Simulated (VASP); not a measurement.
Li: single point with PBEsol

Crystal: Li.

```
Li
1.0
    -1.71596    1.71596    1.71596
     1.71596   -1.71596    1.71596
     1.71596    1.71596   -1.71596
Li
1
Direct
  0.00000 0.00000 0.00000
```

```yaml
Program: VASP 6.6.1
Task: single point
Functional: PBEsol
Potentials_or_basis: VASP PAW PBE potentials, release 64 (Li_sv)
Cutoff: 520 eV
k_mesh: 14 × 14 × 14
Occupations: fermi-dirac, width 0.05 eV
Spin: no spin polarisation
Dipole_correction: no
Further_INCAR_settings: ALGO = Normal; EDIFF = 1e-06; NBANDS = 8
```

* Band gap on the k mesh: zero (an odd number of electrons rules out a gap without spin polarisation)

Levels at points of the mesh, in eV from the Fermi level:
```
           k point  band 1  band 2  band 3  band 4
(0.00, 0.00, 0.00)  -45.90   -3.55   14.67   14.67
(0.50, 0.00, 0.00)  -45.88    0.25    3.29   10.41
(0.50, 0.50, 0.50)  -45.86    5.55    5.55    5.55
```

Run time: 16 s on 1 thread of Intel Xeon 8259CL, with other jobs on the host, peak memory 0.13 GiB.
